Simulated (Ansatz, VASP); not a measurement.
V: VASP beside Ansatz

INCAR

```
ALGO     = Normal         # electronic algorithm
EDIFF    = 1E-6           # SCF threshold, eV
ENCUT    = 520            # plane-wave cutoff, eV
GGA      = PE             # functional
ISIF     = 2              # what is computed and relaxed
ISMEAR   = 0              # smearing method
LASPH    = True           # aspherical terms in the spheres
LCHARG   = False          # write CHGCAR
LREAL    = False          # projectors in reciprocal space
LWAVE    = False          # write WAVECAR
NBANDS   = 20             # bands
NELM     = 80             # most SCF steps
PREC     = Accurate       # precision mode
SIGMA    = 0.15           # smearing width, eV
```

The input KPOINTS:

```
k-points
0
Gamma
  12 12 8
```

Contents of POSCAR:

```
V
1.0
    2.6104537861      0.0000000000      0.0000000000
   -1.3052268930      2.2607192941      0.0000000000
    0.0000000000      0.0000000000      4.6889139310
V
2
Direct
    0.6666666667      0.3333333333      0.7500000000
    0.3333333333      0.6666666667      0.2500000000
```

Input for Ansatz:

```yaml
crystal:
  lattice:
    - [2.6104537861, 0.0, 0.0]
    - [-1.305226893, 2.2607192941, 0.0]
    - [0.0, 0.0, 4.688913931]
  atoms:
    - { symbol: V, position: [0.6666666667, 0.3333333333, 0.75] }
    - { symbol: V, position: [0.3333333333, 0.6666666667, 0.25] }
basis:
  ecutwfc: 420
kpoints:
  mp_grid: { grid: [12, 12, 8] }
hamiltonian:
  xc: pbe
scf:
  occupations: { method: gaussian, width: 0.15 }
output:
  forces: true
  stress: true
  eigenvalues: true
  write_density: true
  write_potential: true
  elf: true
  volumetric_format: npy
```

Alike in both runs: task single point; functional PBE; k mesh 12 × 12 × 8; occupations gaussian, width 0.15 eV; no spin polarisation.

|  | VASP | Ansatz |
| --- | --- | --- |
| version | VASP 6.6.1 | Ansatz 0.2.0 |
| potentials or method | VASP PAW PBE potentials, release 64 (V_sv), cutoff 520 eV | scalar-relativistic, plane waves, PAW |
| valence electrons in the cell | 26 | 26 |

|  | VASP | Ansatz | Ansatz less VASP |
| --- | --- | --- | --- |
| gap on the k mesh at the Fermi level (eV) | none | none | - |
| pressure (GPa) | 0.2 | 0.0 | -0.20 |
| traceless stress, the component that is largest in VASP (GPa) | 0.18 | 0.19 | +0.016 |

A gap of «none» marks a metal or a gap that the smearing closes. The functional is the same, so the differences come from potentials, cutoffs and numerics.
